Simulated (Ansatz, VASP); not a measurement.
# Two plane-wave programs on As

Contents of INCAR:

```
PREC     = Accurate       # precision mode
ENCUT    = 520            # plane-wave cutoff, eV
EDIFF    = 1E-6           # SCF threshold, eV
ISMEAR   = -1             # smearing method
SIGMA    = 0.1            # smearing width, eV
LREAL    = F              # projectors in reciprocal space
LASPH    = T              # aspherical terms in the spheres
NELM     = 100            # most SCF steps
ALGO     = Normal         # electronic algorithm
ISIF     = 2              # what is computed and relaxed
LWAVE    = F              # write WAVECAR
LCHARG   = F              # write CHGCAR
NBANDS   = 8              # bands
```

The input KPOINTS:

```
regular mesh
0
Gamma
  13 13 13
```

POSCAR

```
As
1.0
    2.7036800000      0.0225306667      0.0000000000
    0.0225306667      2.7036800000      0.0000000000
    0.0000000000      0.0000000000      2.7036800000
As
1
Direct
    0.5000000000      0.5000000000      0.5000000000
```

Input for Ansatz:

```yaml
crystal:
  lattice:
    - [2.70368, 0.02253066666666666, 0.0]
    - [0.02253066666666666, 2.70368, 0.0]
    - [0.0, 0.0, 2.70368]
  atoms:
    - { symbol: As, position: [0.5, 0.5, 0.5] }
basis:
  ecutwfc: 470.0
kpoints:
  mp_grid:
    grid: [13, 13, 13]
hamiltonian:
  xc: lda
scf:
  occupations:
    method: fermi_dirac
    width: 0.1
output:
  stress: true
```

Alike in both runs: task single point; functional LDA; k mesh 13 × 13 × 13; occupations fermi-dirac, width 0.1 eV; no spin polarisation.

|  | VASP | Ansatz |
| --- | --- | --- |
| version | VASP 6.6.1 | Ansatz 0.2.0 |
| potentials or method | VASP PAW LDA potentials, release 64 (As), cutoff 520 eV | plane waves, PAW |
| valence electrons in the cell | 5 | 15 |

|  | VASP | Ansatz | Ansatz less VASP |
| --- | --- | --- | --- |
| pressure (GPa) | -2.5 | -2.9 | -0.32 |
| traceless stress, the component that is largest in VASP (GPa) | -0.52 | -0.53 | -0.003 |

LDA's correlation is that of Perdew and Zunger in VASP and of Perdew and Wang (1992) in Ansatz. VASP's potentials hold 5 valence electrons a cell and Ansatz's 15, so a difference there can come from the potentials and not from the codes.
